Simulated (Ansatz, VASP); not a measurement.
## One calculation of Si2W, two programs

INCAR

```
AGGAC = 1.0 ; AGGAX = 1.0
ALDAC = 0.0 ; ALDAX = 1.0
ALGO = Normal ; EDIFF = 1E-6
ENCUT = 520 ; GGA = B5
ISIF = 2 ; ISMEAR = -1
LASPH = True ; LCHARG = True
LELF = True ; LREAL = False
LVHAR = True ; LWAVE = False
NBANDS = 18 ; NELM = 80
PREC = Accurate ; SIGMA = 0.05
```

File KPOINTS:

```
k-points
0
Gamma
  12 12 12
```

Contents of POSCAR:

```
Si2W
1.0
   -1.6069000000      1.6069000000      3.9149500000
    1.6069000000     -1.6069000000      3.9149500000
    1.6069000000      1.6069000000     -3.9149500000
W Si
1 2
Direct
    0.0000000000      0.0000000000      0.0000000000
    0.6653000000      0.6653000000      0.0000000000
    0.3347000000      0.3347000000      0.0000000000
```

Contents of input.yaml:

```yaml
crystal:
  lattice:
    - [-1.6069, 1.6069, 3.91495]
    - [1.6069, -1.6069, 3.91495]
    - [1.6069, 1.6069, -3.91495]
  atoms:
    - { symbol: W, position: [0.0, 0.0, 0.0] }
    - { symbol: Si, position: [0.6653, 0.6653, 0.0] }
    - { symbol: Si, position: [0.3347, 0.3347, 0.0] }
hamiltonian:
  xc: blyp
  pseudopotentials: { kind: paw }
kpoints:
  mp_grid: { grid: [12, 12, 12] }
  band_path:
    path:
      - [[0.0, 0.0, 0.0], [0.0, 0.0, 0.5], [-0.084235521, 0.084235521, 0.5], [-0.2921177605, 0.2921177605, 0.2921177605], [0.0, 0.0, 0.0], [0.5, 0.5, -0.5], [0.2921177605, 0.7078822395, -0.2921177605], [0.0, 0.5, 0.0], [0.25, 0.25, 0.25], [0.5, 0.5, -0.084235521], [0.5, 0.5, -0.5]]
      - [[0.0, 0.0, 0.5], [0.25, 0.25, 0.25]]
    npoints: 14
scf:
  occupations: { method: fermi_dirac, width: 0.05 }
  n_extra_bands: 7
output:
  forces: true
  stress: true
  eigenvalues: true
  fatbands: false
```

Alike in both runs: functional BLYP; k mesh 12 × 12 × 12; occupations fermi-dirac, width 0.05 eV; no spin polarisation.

|  | VASP | Ansatz |
| --- | --- | --- |
| version | VASP 6.6.1 | Ansatz 0.2.0 |
| potentials or method | VASP PAW PBE potentials, release 64 (W_sv, Si) | Ansatz PAW |
| plane-wave cutoff (eV) | 520 | 420 |
| valence electrons in the cell | 22 | 22 |
| task | single point | band structure |

VASP gave:

| Property | Result |
| --- | --- |
| gap on the k mesh at the Fermi level (eV) | none |
| pressure (GPa) | 13.3 |
| traceless stress, the component that is largest in VASP (GPa) | -0.64 |
| rms of the force components (eV/Å) | 0.006 |

Q: Estimate Ansatz's values.

A: gap on the k mesh at the Fermi level (eV): none; pressure (GPa): 12.2; traceless stress, the component that is largest in VASP (GPa): -0.75; rms of the force components (eV/Å): 0.001.

VASP's potentials were made for PBE, not for BLYP. Atom by atom the forces differ by 0.005 eV/Å (rms over components). A gap of «none» marks a metal or a gap that the smearing closes.

Spin-orbit coupling is off throughout.
